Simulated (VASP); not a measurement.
Write the native input for VASP 6.6.1 that does the following.

| Item | Value |
| --- | --- |
| Task | single point |
| Functional | PBE |
| Potentials or basis | VASP PAW PBE potentials, release 64 (Al, N) |
| Cutoff | 600 eV |
| k mesh | 9 × 9 × 4 |
| Occupations | gaussian, width 0.1 eV |
| Spin | no spin polarisation |
| Dipole correction | no |
| Further INCAR settings | ALGO = Normal; EDIFF = 1e-06; NBANDS = 16 |

The structure of AlN (pbe) lies in POSCAR:

```
AlN
1.0
    3.3135343433      0.0000000000      0.0000000000
   -1.6567671717      2.8696049176      0.0000000000
    0.0000000000      0.0000000000      4.1877521257
Al N
2 2
Direct
    0.3333333333      0.6666666667      0.0000000000
    0.6666666667      0.3333333333      0.5000000000
    0.3333333333      0.6666666667      0.5000000000
    0.6666666667      0.3333333333      1.0000000000
```

The input as run:

INCAR

```
ALGO = Normal
EDIFF = 1E-6
ENCUT = 600
GGA = PE
GGA_COMPAT = F
ISIF = 2
ISMEAR = 0
LASPH = T
LCHARG = F
LREAL = F
LWAVE = F
NBANDS = 16
NELM = 120
PREC = Accurate
SIGMA = 0.1
```

KPOINTS

```
k-points
0
Gamma
  9 9 4
```

Potentials or basis: VASP PAW PBE potentials, release 64 (Al, N).

Command:

```sh
$ cat potpaw_PBE.64/Al/POTCAR potpaw_PBE.64/N/POTCAR > POTCAR
$ mpirun -np 1 vasp_std > vasp.out
```

Results of the run:

| Property | Result |
| --- | --- |
| Pressure | -0.3 GPa |
| Band gap on the k mesh | 3.26 eV, direct |

Wall time 25 s on 1 thread of Intel Xeon 6975P-C, with other jobs on the host, peak memory 0.17 GiB.
